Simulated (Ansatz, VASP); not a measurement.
One calculation of Hf2N, two programs

```xyz
6
Lattice="5.1367 0.0000 0.0000 0.0000 5.1367 0.0000 0.0000 0.0000 3.1306" Properties=species:S:1:pos:R:3 pbc="T T T"
Hf    1.5118    1.5118    0.0000
Hf    3.6249    3.6249    0.0000
Hf    4.0801    1.0565    1.5653
Hf    1.0565    4.0801    1.5653
N     0.0000    0.0000    0.0000
N     2.5683    2.5683    1.5653
```

Change from the starting cell: equal strain along all axes, cell held, atoms relaxed: -3.0 %.

Alike in both runs: functional PBEsol; k mesh 8 × 8 × 12; occupations gaussian, width 0.1 eV; no spin polarisation.

Ansatz relaxed the structure, and its values are those at the end. VASP's run is a single point on that final structure, the one shown.

```csv
,VASP,Ansatz
version,VASP 6.6.1,Ansatz 0.2.0
potentials or method,"VASP PAW PBE potentials, release 64 (Hf_pv, N), cutoff 520 eV","scalar-relativistic, plane waves, PAW"
valence electrons in the cell,50,114
```

```tsv
	VASP	Ansatz	Ansatz less VASP
gap on the k mesh at the Fermi level (eV)	none	none	-
pressure (GPa)	21.8	22.6	+0.83
```

VASP's potentials were made for PBE, not for PBEsol. A gap of «none» marks a metal or a gap that the smearing closes. VASP's potentials hold 50 valence electrons a cell and Ansatz's 114, so a difference there can come from the potentials and not from the codes. Ansatz's warnings: stress scf threshold loose.

Spin-orbit coupling is off throughout.
